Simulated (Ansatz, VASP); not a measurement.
## ZnS: VASP beside Ansatz

INCAR

```
  PREC = Accurate
  ENCUT = 520
  EDIFF = 1E-6
  ISMEAR = -1
  SIGMA = 0.03
  LREAL = F
  LASPH = T
  NELM = 60
  ALGO = Normal
  ISIF = 2
  LWAVE = F
  LCHARG = T
  GGA = PS
  LELF = T
  LVHAR = T
  NBANDS = 26
```

The input KPOINTS:

```
Automatic mesh
0
Gamma
  8 8 5
```

The input POSCAR:

```
ZnS
1.0
    3.8109987816      0.0000000000      0.0000000000
   -1.9054993908      3.3004217586      0.0000000000
    0.0000000000      0.0000000000      6.0469800000
Zn S
2 2
Direct
    0.3333333333      0.6666666667      0.0000000000
    0.6666666667      0.3333333333      0.5000000000
    0.3333333333      0.6666666667      0.3850000000
    0.6666666667      0.3333333333      0.8850000000
```

Input for Ansatz:

```yaml
crystal:
  lattice:
    - [3.8109987816, 0.0, 0.0]
    - [-1.9054993908, 3.3004217586, 0.0]
    - [0.0, 0.0, 6.04698]
  atoms:
    - { symbol: Zn, position: [0.3333333333, 0.6666666667, 0.0] }
    - { symbol: Zn, position: [0.6666666667, 0.3333333333, 0.5] }
    - { symbol: S, position: [0.3333333333, 0.6666666667, 0.385] }
    - { symbol: S, position: [0.6666666667, 0.3333333333, 0.885] }
kpoints:
  mp_grid: { grid: [8, 8, 5] }
  band_path:
    path:
      - [0.0, 0.0, 0.0]
      - [0.5, 0.0, 0.0]
      - [0.3333333333, 0.3333333333, 0.0]
      - [0.0, 0.0, 0.0]
      - [0.0, 0.0, 0.5]
      - [0.5, 0.0, 0.5]
      - [0.3333333333, 0.3333333333, 0.5]
      - [0.0, 0.0, 0.5]
      - [0.5, 0.0, 0.5]
    npoints: 5
scf:
  occupations: { method: fermi_dirac, width: 0.03 }
hamiltonian:
  xc: pbesol
  pseudopotentials: { kind: all_electron, lapw: { basis_error: 0.001 } }
output:
  forces: true
  stress: true
  eigenvalues: true
```

Change from the starting cell: zz strain of -3 %.

Alike in both runs: task single point; functional PBEsol; k mesh 8 × 8 × 5; occupations fermi-dirac, width 0.03 eV; no spin polarisation.

|  | VASP | Ansatz |
| --- | --- | --- |
| version | VASP 6.6.1 | Ansatz 0.2.0 |
| potentials or method | VASP PAW PBE potentials, release 64 (Zn, S), cutoff 520 eV | all-electron LAPW, scalar-relativistic |

VASP gave:

| Quantity | Value |
| --- | --- |
| gap on the k mesh at the Fermi level (eV) | 2.21 |
| pressure (GPa) | 1.2 |
| traceless stress, the component that is largest in VASP (GPa) | 1.42 |
| rms of the force components (eV/Å) | 0.086 |

Task: Which values does Ansatz return?

Result: gap on the k mesh at the Fermi level (eV): 2.20; pressure (GPa): 0.9; traceless stress, the component that is largest in VASP (GPa): 1.43; rms of the force components (eV/Å): 0.086.

VASP's potentials were made for PBE, not for PBEsol. Atom by atom the forces differ by 0.000 eV/Å (rms over components). Ansatz ran all-electron here, and VASP with PAW potentials.
